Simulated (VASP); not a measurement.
**Ni: single point with revPBE**

Ni:

```
CELL_PARAMETERS angstrom
0.00000 2.67196 2.67196
2.67196 0.00000 2.67196
2.67196 2.67196 0.00000
ATOMIC_POSITIONS crystal
Ni 0.12500 0.12500 0.12500
Ni 0.87500 0.87500 0.87500
```

This cell differs from its parent crystal: volume scaled by 1.12.

| Quantity | Value |
| --- | --- |
| Program | VASP 6.6.1 |
| Task | single point |
| Functional | revPBE |
| Potentials or basis | VASP PAW PBE potentials, release 64 (Ni) |
| Cutoff | 520 eV |
| k mesh | 12 × 12 × 12 |
| Occupations | fermi-dirac, width 0.05 eV |
| Spin | collinear spin, ferromagnetic start |
| Starting moments | [-0.849, -0.849] μB |
| Dipole correction | no |
| Further INCAR settings | ALGO = Normal; EDIFF = 1e-06; NBANDS = 21 |

- Pressure: -6.9 GPa
- Net moment: -1.60 μB per cell
- Site moments: Ni -0.82 μB
- Valence electrons inside the program's atomic spheres: Ni 9.06

Levels at points of the mesh, in eV from the Fermi level:
Spin up:
```tsv
k point	band 6	band 7	band 8	band 9	band 10	band 11	band 12	band 13
(0.00, 0.00, 0.00)	-1.98	-0.70	-0.70	-0.70	0.07	0.07	10.53	10.53
(0.50, 0.00, 0.00)	-1.90	-1.17	-0.48	-0.48	0.00	0.00	0.85	7.71
(0.50, 0.50, 0.00)	-1.79	-0.92	-0.92	0.12	0.12	1.22	1.22	4.14
```
Spin down:
```csv
k point,band 9,band 10,band 11,band 12,band 13,band 14
"(0.00, 0.00, 0.00)",-1.59,-0.83,-0.83,10.42,10.42,10.42
"(0.50, 0.00, 0.00)",-1.11,-0.97,-0.97,0.09,7.65,7.65
"(0.50, 0.50, 0.00)",-0.87,-0.87,0.73,0.73,4.18,4.18
```

Wall time 2.2 min on 1 thread of Intel(R) Xeon(R) Platinum 8259CL CPU @ 2.50GHz (Skylake/Cascade Lake), with other jobs on the host, peak memory 0.22 GiB.

Caveat: the PAW data sets were made with another functional, which shifts forces and pressure a little.
